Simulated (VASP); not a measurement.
Here is a VASP 6.6.1 calculation.

File INCAR:

```
PREC = Accurate
ENCUT = 520
EDIFF = 1E-7
ISMEAR = 0
SIGMA = 0.05
LREAL = F
LASPH = T
NELM = 150
ALGO = Normal
ISIF = 2
LWAVE = F
LCHARG = T
ISPIN = 2
MAGMOM = 0 0 0 0 2
LORBIT = 11
LDIPOL = T
IDIPOL = 3
DIPOL = 0.5 0.5 0.329
GGA = PE
IVDW = 12
LELF = T
LVHAR = T
LVACPOTAV = T
NBANDS = 23
```

The input KPOINTS:

```
Automatic mesh
0
Gamma
  7 7 1
```

File POSCAR:

```
Si4O
1.0
    3.8333442603      0.0000000000      0.0000000000
    0.0000000000      3.8333442603      0.0000000000
    0.0000000000      0.0000000000     21.2034818054
Si O
4 1
Direct
    0.0000000000      0.5000000000      0.1886482624
    0.0000000000      0.0000000000      0.2525666261
    0.5000000000      0.0000000000      0.3191936744
    0.5000000000      0.5000000000      0.3821769405
    0.7500000000      1.0000000000      0.5000821046
```

Potentials or basis: VASP PAW PBE potentials, release 64 (Si, O).

Run with:

```sh
$ cat potpaw_PBE.64/Si/POTCAR potpaw_PBE.64/O/POTCAR > POTCAR
$ mpirun -np 1 vasp_std > vasp.out
```

Question: What does it give for the largest force?

Answer: 0.716 eV/Å.

Question: What does it give for the site moments?

Answer: Si +0.02, +0.01, +0.03, +0.08; O +1.43 μB.

Question: Predict the dispersion energy per atom.

Answer: -0.198 eV.

Forces in eV/Å, atoms in the order of the input:
```
Si   0.032  0.000  0.072
Si  -0.018  0.000  0.111
Si   0.028  0.000 -0.093
Si   0.107  0.000  0.610
O   -0.149  0.000 -0.700
```
